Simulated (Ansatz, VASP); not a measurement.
Two plane-wave programs on TaN

```
Ta N
1.0
     5.20850    0.00000    0.00000
    -2.60425    4.51069    0.00000
     0.00000    0.00000    2.91475
Ta N
3 3
Direct
  0.00000 0.00000 0.00000
  0.33333 0.66667 0.50000
  0.66667 0.33333 0.50000
  0.39239 0.00000 0.00000
  0.60761 0.60761 0.00000
  0.00000 0.39239 0.00000
```

Alike in both runs: task relaxation of cell and atoms; functional PBEsol; k mesh 9 × 9 × 13; occupations methfessel-paxton of order 1, width 0.1 eV; no spin polarisation.

```csv
,VASP,Ansatz
version,VASP 6.6.1,Ansatz 0.2.0
potentials or method,"VASP PAW PBE potentials, release 64 (Ta_pv, N), cutoff 600 eV",plane-wave PAW DFT
valence electrons in the cell,48,54
```

Ansatz gave:

```
relaxed volume (Å³/atom)                                     : 11.21
relaxed cell length with the largest relative difference (Å) : 5.178
```

Estimate VASP's values.

relaxed volume (Å³/atom): 11.24; relaxed cell length with the largest relative difference (Å): 5.183.

VASP's potentials were made for PBE, not for PBEsol, and Ansatz warns of the same on its side. VASP's potentials hold 48 valence electrons a cell and Ansatz's 54, so a difference there can come from the potentials and not from the codes.

Neither program's run includes spin-orbit coupling.
